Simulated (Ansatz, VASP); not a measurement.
## One calculation of NaI, two programs

The input INCAR:

```
PREC = Accurate ; ENCUT = 520
EDIFF = 1E-6 ; ISMEAR = 0
SIGMA = 0.05 ; LREAL = False
LASPH = True ; NELM = 60
ALGO = Normal ; ISIF = 2
LWAVE = False ; LCHARG = False
GGA = PS ; NBANDS = 14
```

Contents of KPOINTS:

```
regular mesh
0
Gamma
  6 6 6
```

Contents of POSCAR:

```
NaI
1.0
    0.0000000000      3.1878540000      3.3334920000
    3.1878540000      0.0000000000      3.3334920000
    3.1878540000      3.1878540000      0.0000000000
Na I
1 1
Direct
    0.0000000000      0.0000000000      0.0000000000
    0.5000000000      0.5000000000      0.5000000000
```

Input for Ansatz:

```yaml
crystal:
  lattice:
    - [0.0, 3.187854, 3.333492]
    - [3.187854, 0.0, 3.333492]
    - [3.187854, 3.187854, 0.0]
  atoms:
    - { symbol: Na, position: [0.0, 0.0, 0.0] }
    - { symbol: I, position: [0.5, 0.5, 0.5] }
basis:
  ecutwfc: 420
kpoints:
  mp_grid: { grid: [6, 6, 6] }
hamiltonian:
  xc: pbesol
scf:
  occupations: { method: gaussian, width: 0.05 }
output:
  forces: true
  stress: true
  eigenvalues: true
```

Change from the starting cell: strain -0.015 along x and y, +0.030 along z, atoms carried along.

Alike in both runs: task single point; functional PBEsol; k mesh 6 × 6 × 6; occupations gaussian, width 0.05 eV; no spin polarisation.

|  | VASP | Ansatz |
| --- | --- | --- |
| version | VASP 6.6.1 | Ansatz 0.2.0 |
| potentials or method | VASP PAW PBE potentials, release 64 (Na_pv, I), cutoff 520 eV | scalar-relativistic, plane waves, PAW |
| valence electrons in the cell | 14 | 26 |

VASP gave:

- gap on the k mesh at the Fermi level (eV): 3.48
- least direct gap on the mesh (eV): 3.48
- pressure (GPa): -0.4
- traceless stress, the component that is largest in VASP (GPa): -0.66

What did Ansatz give for the same quantities?

gap on the k mesh at the Fermi level (eV): 3.49; least direct gap on the mesh (eV): 3.49; pressure (GPa): -0.4; traceless stress, the component that is largest in VASP (GPa): -0.65.

VASP's potentials were made for PBE, not for PBEsol. VASP's potentials hold 14 valence electrons a cell and Ansatz's 26, so a difference there can come from the potentials and not from the codes.

Spin-orbit coupling is off throughout.
